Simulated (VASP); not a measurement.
Write the native input for VASP 6.6.1 that does the following.

```
Task                   : single point
Functional             : LDA
Potentials or basis    : VASP PAW LDA potentials, release 64 (Ti_sv)
Cutoff                 : 520 eV
k mesh                 : 22 × 22 × 22
Occupations            : gaussian, width 0.15 eV
Spin                   : no spin polarisation
Dipole correction      : no
Further INCAR settings : ALGO = Fast; EDIFF = 1e-07; NBANDS = 12
```

The structure of Ti lies in POSCAR:

```
Ti
1.0
    0.0000000000      1.8600084640      2.4180110031
    1.8600084640      0.0000000000      2.4180110031
    1.8600084640      1.8600084640      0.0000000000
Ti
1
Direct
    0.0000000000      0.0000000000      0.0000000000
```

This cell differs from its parent crystal: ratio of the length along z to the lengths across it x 1.3, volume and fractional coordinates fixed.

One way to write it, as run:

INCAR

```
SYSTEM = Ti
  PREC = Accurate
  ENCUT = 520
  EDIFF = 1E-7
  ISMEAR = 0
  SIGMA = 0.15
  LREAL = .False.
  LASPH = .True.
  NELM = 100
  ALGO = Fast
  ISIF = 2
  LWAVE = .False.
  LCHARG = .True.
  GGA = CA
  LELF = .True.
  LVHAR = .True.
  NBANDS = 12
```

KPOINTS

```
regular mesh
0
Gamma
  22 22 22
  0 0 0
```

Potentials or basis: VASP PAW LDA potentials, release 64 (Ti_sv).

The run is started by

```console
$ cat potpaw_LDA.64/Ti_sv/POTCAR > POTCAR
$ mpirun -np 1 vasp_std > vasp.out
```

Results of the run:

```json
{
 "Pressure": "-6.3 GPa",
 "Band gap on the k mesh": "zero (band 6 reaches 8.98 eV, above the bottom of band 7 at 7.68 eV)"
}
```

It took 3 min on 1 thread of Intel Xeon 6975P-C (shared host), peak memory 0.27 GiB.
